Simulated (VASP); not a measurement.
Write the native input for VASP 6.6.1 that does the following.

```yaml
Task: single point
Functional: r2SCAN
Potentials_or_basis: VASP PAW PBE potentials, release 64 (Ge_d)
Cutoff: 520 eV
k_mesh: 9 × 9 × 5
Occupations: gaussian, width 0.01 eV
Spin: no spin polarisation
Dipole_correction: no
Further_INCAR_settings: ALGO = Normal; EDIFF = 1e-06; NBANDS = 21
```

The system is Ge.

```
Ge
1.0
     1.48805   -2.59469    0.00000
     1.48805    2.59469    0.00000
     0.00000    0.00000    4.72760
Ge
2
Direct
  0.33345 0.66655 0.25000
  0.66655 0.33345 0.75000
```

The input as run:

POSCAR

```
Ge
1.0
    1.4880529250     -2.5946896100      0.0000000000
    1.4880529250      2.5946896100      0.0000000000
    0.0000000000      0.0000000000      4.7275957900
Ge
2
Direct
    0.3334466300      0.6665533700      0.2500000000
    0.6665533700      0.3334466300      0.7500000000
```

INCAR.step1

```
PREC = Accurate
ENCUT = 520
ISMEAR = 0
SIGMA = 0.01
LREAL = F
LASPH = T
NELM = 100
NBANDS = 21
GGA = PE
ALGO = Normal
EDIFF = 1E-4
LWAVE = T
LCHARG = F
```

INCAR.step2

```
PREC = Accurate
ENCUT = 520
EDIFF = 1E-6
ISMEAR = 0
SIGMA = 0.01
LREAL = F
LASPH = T
NELM = 100
ALGO = Normal
ISIF = 2
LWAVE = F
LCHARG = F
METAGGA = R2SCAN
LMIXTAU = T
NBANDS = 21
ISTART = 1
```

KPOINTS

```
Automatic mesh
0
Gamma
  9 9 5
```

Potentials or basis: VASP PAW PBE potentials, release 64 (Ge_d).

Run with:

```sh
$ cat potpaw_PBE.64/Ge_d/POTCAR > POTCAR
$ cp INCAR.step1 INCAR
$ mpirun -np 1 vasp_std > vasp.out
$ cp INCAR.step2 INCAR
$ mpirun -np 1 vasp_std > vasp.out
```

Results of the run:

```yaml
Pressure: 1.1 GPa
Largest_force: 0.016 eV/Å
Band_gap_on_the_k_mesh: zero (band 14 reaches 14.13 eV, above the bottom of band 15 at 3.83 eV)
```

Caveat: the PAW data sets were made with another functional, which shifts forces and pressure a little.

Run time: 100 s on 1 thread of Intel Xeon 6975P-C, on a shared host, peak memory 0.19 GiB.
